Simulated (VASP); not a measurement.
# H14CO7 in VASP: notebook

Runs on H14CO7. Level: LDA. Tasks: single point.

Everything below comes from runs of VASP 6.6.1. Logs are shortened: lines on timing, memory, paths and dates and some standing lists are left out, and cuts for length are marked.

## 1. The cell of the first run

The cell holds an amorphous packing of atoms, 22 atoms: a = 5.221 Å, b = 5.131 Å, c = 5.366 Å, α = 90.00°, β = 90.00°, γ = 90.00°.

## 2. Single point, LDA

INCAR reads:

```
SYSTEM = H14CO7
  ALGO = Normal
  EDIFF = 1E-6
  ENCUT = 520
  ISIF = 2
  ISMEAR = -1
  LASPH = .TRUE.
  LCHARG = .TRUE.
  LELF = .TRUE.
  LREAL = Auto
  LVHAR = .TRUE.
  LWAVE = .FALSE.
  NBANDS = 47
  NELM = 100
  PREC = Accurate
  SIGMA = 0.02
```

KPOINTS reads:

```
k-points
0
G
  1 1 1
  0 0 0
```

POSCAR reads:

```
H14CO7
1.0
    5.2205110000      0.0000000000      0.0000000000
    0.0000000000      5.1307750000      0.0000000000
    0.0000000000      0.0000000000      5.3659560000
O H C
7 14 1
Direct
    0.4525035959      0.5650998144      0.6347983472
    0.8060513616      0.4088076363      0.8295819049
    0.1286272551      0.2057973698      0.5529489992
    0.3632977691      0.4091584605      0.1491253376
    0.7182821758      0.6698987970      0.3021642369
    0.7040306974      0.0886415795      0.1230721981
    0.0827122096      0.7099902062      1.0159792589
    0.6026421551      0.6240772593      0.5072535071
    0.5994240794      0.4418825616      0.7368304921
    0.7667065542      0.2754164819      0.9770113657
    0.9649438532      0.2460057204      0.6529498192
    0.3286651441      0.3995497756      0.5627142675
    0.0638060144      0.1099833846      0.4228137540
    0.4182157647      0.2259112902      0.1055170784
    0.2297476243      0.5374431738      0.0385392650
    0.8861201518      0.6450487499      0.2175381237
    0.5033223759      0.5276006061      0.1976721389
    0.7195655751      0.0983477155      0.3020337848
    0.6646858899     -0.1648289001      0.1907954519
   -0.2426199274      0.8139900892      0.7938007691
    0.0684990416      0.6863290633      0.6409668659
   -0.0617180962      0.6768568101      0.8153253586
```

Potentials or basis: VASP PAW LDA potentials, release 64 (O, H, C).

On the command line:

```sh
> cat potpaw_LDA.64/O/POTCAR potpaw_LDA.64/H/POTCAR potpaw_LDA.64/C/POTCAR > POTCAR
> mpirun -np 1 vasp_gam > vasp.out
```

OUTCAR:

```text
SYSTEM = H14CO7
   EDIFF = 1E-6
   ENCUT = 520
   ISIF = 2
   ISMEAR = -1
   LASPH = .TRUE.
   LREAL = Auto
   NELM = 100
   PREC = Accurate

 ion  position               nearest neighbor table
   1  0.453  0.565  0.635-   8 1.08   9 1.13  12 1.14
   2  0.806  0.409  0.830-  10 1.07   9 1.20  22 1.54
   3  0.129  0.206  0.553-  13 0.92  11 1.03
   4  0.363  0.409  0.149-  17 0.99  14 1.01  15 1.13
   5  0.718  0.670  0.302-  16 1.00  19 1.07   8 1.28
   6  0.704  0.089  0.123-  18 0.97  10 1.28  19 1.37
   7  0.083  0.710  0.016-  15 1.18  22 1.33
   8  0.603  0.624  0.507-   1 1.08   5 1.28
   9  0.599  0.442  0.737-   1 1.13   2 1.20
  10  0.767  0.275  0.977-   2 1.07   6 1.28
  11  0.965  0.246  0.653-   3 1.03
  12  0.329  0.400  0.563-   1 1.14
  13  0.064  0.110  0.423-   3 0.92
  14  0.418  0.226  0.106-   4 1.01
  15  0.230  0.537  0.039-   4 1.13   7 1.18
  16  0.886  0.645  0.218-   5 1.00
  17  0.503  0.528  0.198-   4 0.99
  18  0.720  0.098  0.302-   6 0.97
  19  0.665  0.835  0.191-   5 1.07   6 1.37
  20  0.757  0.814  0.794-  22 1.18
  21  0.068  0.686  0.641-  22 1.16
  22  0.938  0.677  0.815-  21 1.16  20 1.18   7 1.33   2 1.54

  LATTYP: Found a simple orthorhombic cell.
 ALAT       =     5.1307750000
 B/A-ratio  =     1.0174897554
 C/A-ratio  =     1.0458373248

  Lattice vectors:

 A1 = (   0.0000000000,  -5.1307750000,   0.0000000000)
 A2 = (   5.2205110000,   0.0000000000,   0.0000000000)
 A3 = (   0.0000000000,   0.0000000000,   5.3659560000)

Analysis of symmetry for initial positions (statically):
=====================================================================
 Subroutine PRICEL returns:
 Original cell was already a primitive cell.

 Routine SETGRP: Setting up the symmetry group for a
 simple orthorhombic supercell.

 Subroutine GETGRP returns: Found  1 space group operations
 (whereof  1 operations were pure point group operations)
 out of a pool of  8 trial point group operations.

The static configuration has the point symmetry C_1 .

Analysis of symmetry for dynamics (positions and initial velocities):
=====================================================================
 Subroutine PRICEL returns:
 Original cell was already a primitive cell.

[... 122 lines left out ...]
   NELM   =    100;   NELMIN=  2; NELMDL= -5     # of ELM steps
   EDIFF  = 0.1E-05   stopping-criterion for ELM
   LREAL  =      T    real-space projection
   EDIFFG = 0.1E-04   stopping-criterion for IOM
   NSW    =      0    number of steps for IOM
   IBRION =     -1    ionic relax: 0-MD 1-quasi-New 2-CG
   NFREE  =      0    steps in history (QN), initial steepest desc. (CG)
   ISIF   =      2    stress and relaxation
   ISYM   =      2    0-nonsym 1-usesym 2-fastsym
   POTIM  = 0.5000    time-step for ionic-motion
   TEBEG  =    0.0;   TEEND  =   0.0 temperature during run
   PSTRESS=    0.0 pullay stress
   NELECT =      60.0000    total number of electrons
   NUPDOWN=      -1.0000    fix difference up-down
   EMIN   =  10.00;   EMAX   =-10.00  energy-range for DOS
   EFERMI =   0.00;   METHOD = LEGACY
   ISMEAR =    -1;   SIGMA  =   0.02  broadening in eV -4-tet -1-fermi 0-gaus
   EFERMI_NEDOS =   21; number of points for ismear=-14 and -15
   IALGO  =     38    algorithm
   IMIX   =      4    mixing-type and parameters
     AMIX     =   0.40;   BMIX     =  1.00
     AMIX_MAG =   1.60;   BMIX_MAG =  1.00
  volume/ion in A,a.u.               =       6.53        44.09
  Fermi-wavevector in a.u.,A,eV,Ry     =   1.223519  2.312117 20.367920  1.497000
  Thomas-Fermi vector in A             =   2.358627
   LORBIT       =      0    0 simple, 1 ext, 2 COOP (PROOUT), +10 PAW based schemes
   GGA     = CA    functional components
   LHFCALC =     F    Hartree Fock is set to
   AEXX    =    0.0000 exact exchange contribution
   IVDW    =     0    specifies the selected vdW correction
   LEPSILON=     F    determine dielectric tensor
   LRPA    =     F    only Hartree local field effects (RPA)
 non-spin polarized calculation
  energy-cutoff  :      520.00
  volume of cell :      143.73
 maximum number of plane-waves:      1936
 NGX is ok and might be reduce to    40
   NGX = 19   NGY = 19   NGZ = 19

 number of electron      59.9999990 magnetization

 Free energy of the ion-electron system (eV)
  ---------------------------------------------------
  ext. energy  EPLUGINS =         0.00000000
  ---------------------------------------------------
  free energy    TOTEN  =      -115.79848765 eV

  energy without entropy =     -115.79848765  energy(sigma->0) =     -115.79848765

 E-fermi :  -0.3842     XC(G=0):  -9.3842

 val. band max:       -0.9754396854   @ k =   0.0000   0.0000   0.0000
 cond. band min:       3.6423808187   @ k =   0.0000   0.0000   0.0000
 fundamental gap:      4.6178205040
 Fermi energy:        -0.3841704977

 k-point     1 :       0.0000    0.0000    0.0000
  band No.  band energies     occupation
      1     -21.9736      2.00000
      2     -20.5950      2.00000
      3     -20.2199      2.00000
      4     -20.0504      2.00000
      5     -19.6090      2.00000
      6     -19.2087      2.00000
[... 34 lines left out ...]
     41      10.5880      0.00000
     42      10.7429      0.00000
 [bands above 42 left out]

------------------------ aborting loop because EDIFF is reached ----------------------------------------

  FORCE on cell =-STRESS in cart. coord.  units (eV):
  Direction    XX          YY          ZZ          XY          YZ          ZX
  --------------------------------------------------------------------------------------
  -------------------------------------------------------------------------------------
  Total        8.7266443      3.8416567     11.7107057     -4.1893759      0.3595324      0.9809038
  in kB       97.2780295     42.8238831    130.5420891    -46.6999938      4.0077954     10.9343738
  external PRESSURE =      90.2146673 kB  Pullay stress =       0.0000000 kB

 VOLUME and BASIS-vectors are now :
 -----------------------------------------------------------------------------
  energy-cutoff  :      520.00
  volume of cell :      143.73
      direct lattice vectors                 reciprocal lattice vectors
     5.220511000  0.000000000  0.000000000     0.191552130  0.000000000  0.000000000
     0.000000000  5.130775000  0.000000000     0.000000000  0.194902330  0.000000000
     0.000000000  0.000000000  5.365956000     0.000000000  0.000000000  0.186360082

 POSITION                                       TOTAL-FORCE (eV/Angst)
 -----------------------------------------------------------------------------------
      2.36230      2.89940      3.40630        -1.366516     -2.050725     -0.589773
      4.20800      2.09750      4.45150         1.495000      0.641243     -1.579892
      0.67150      1.05590      2.96710         0.548734      1.265165      2.755851
      1.89660      2.09930      0.80020        -1.843863     -2.056346     -0.397962
      3.74980      3.43710      1.62140        -0.823924      0.693854     -0.188747
      3.67540      0.45480      0.66040        -0.728792     -0.749698     -0.833461
[... 14 lines left out ...]
      0.35760      3.52140      3.43940        -0.866024     -0.408493      0.568894
      4.89831      3.47280      4.37500        -0.310511      0.173613     -0.508981
 -----------------------------------------------------------------------------------
    total drift:                                0.009163      0.005839      0.008815

  FREE ENERGIE OF THE ION-ELECTRON SYSTEM (eV)
  ---------------------------------------------------
  free  energy   TOTEN  =      -115.7984876463 eV

  energy  without entropy=     -115.7984876463  energy(sigma->0) =     -115.79848765
```

OSZICAR:

```text
N       E                     dE             d eps       ncg     rms          rms(c)
DAV:   1     0.455117422422E+03    0.45512E+03   -0.36474E+04    94   0.125E+03
DAV:   2    -0.907487453385E+02   -0.54587E+03   -0.52769E+03   117   0.316E+02
DAV:   3    -0.125466359498E+03   -0.34718E+02   -0.34484E+02   124   0.827E+01
DAV:   4    -0.125922402207E+03   -0.45604E+00   -0.45564E+00   124   0.104E+01
DAV:   5    -0.125926571296E+03   -0.41691E-02   -0.41689E-02   109   0.976E-01    0.190E+01
DAV:   6    -0.116495629582E+03    0.94309E+01   -0.24214E+01   116   0.243E+01    0.683E+00
DAV:   7    -0.116014402021E+03    0.48123E+00   -0.14104E+00   116   0.559E+00    0.413E+00
DAV:   8    -0.115811982547E+03    0.20242E+00   -0.41427E-01   124   0.391E+00    0.831E-01
DAV:   9    -0.115797364083E+03    0.14618E-01   -0.69309E-02   116   0.168E+00    0.297E-01
DAV:  10    -0.115798163930E+03   -0.79985E-03   -0.12282E-02   124   0.535E-01    0.127E-01
DAV:  11    -0.115798314761E+03   -0.15083E-03   -0.70962E-04   116   0.203E-01    0.676E-02
DAV:  12    -0.115798466741E+03   -0.15198E-03   -0.21430E-04   108   0.841E-02    0.210E-02
DAV:  13    -0.115798485372E+03   -0.18631E-04   -0.32098E-05   116   0.301E-02    0.888E-03
DAV:  14    -0.115798487328E+03   -0.19565E-05   -0.35537E-06   108   0.134E-02    0.364E-03
DAV:  15    -0.115798487646E+03   -0.31796E-06   -0.11765E-06    92   0.617E-03
   1 F= -.11579849E+03 E0= -.11579849E+03  d E =-.176992E-12
```

Run time: 23 s. Hardware: 1 thread of Intel Xeon Platinum 8375C at 2.90GHz (Ice Lake), shared host; peak memory 0.18 GiB.

What came out:

| Item | Value |
| --- | --- |
| Free energy | -115.7985 eV |
| Pressure | 9.0 GPa |
| Largest force | 3.857 eV/Å |
| Band gap on the k mesh | 4.62 eV |

Forces in eV/Å, atoms in the order of the input:
```
O   -1.367 -2.051 -0.590
O    1.495  0.641 -1.580
O    0.549  1.265  2.756
O   -1.844 -2.056 -0.398
O   -0.824  0.694 -0.189
O   -0.729 -0.750 -0.833
O   -0.734  0.737 -0.503
H   -1.240 -0.098 -0.092
H   -0.466  0.987  0.166
H    0.439 -0.726  1.774
H    0.753  0.521  0.522
H    0.529  1.546  0.300
H   -0.494 -1.945 -3.294
H    0.737  0.472  0.178
H   -0.457  0.455  0.060
H    1.472 -0.075 -0.199
H    1.588  0.003  0.406
H    0.161  0.942  0.875
H    0.357  0.183  0.165
H    1.251 -0.509  0.416
H   -0.866 -0.408  0.569
C   -0.311  0.174 -0.509
```

Stress tensor (GPa, compression positive):
```
 9.73 -4.67  1.09
-4.67  4.28  0.40
 1.09  0.40 13.05
```

Levels at points of the mesh, in eV from the valence-band top:
| k point | band 27 | band 28 | band 29 | band 30 | band 31 | band 32 | band 33 | band 34 |
| --- | --- | --- | --- | --- | --- | --- | --- | --- |
| (0.00, 0.00, 0.00) | -0.95 | -0.71 | -0.30 | 0.00 | 4.62 | 7.25 | 7.69 | 8.81 |

Caveat: the k points lie up to 1.22 Å⁻¹ apart.

[end of part 1 of 2]
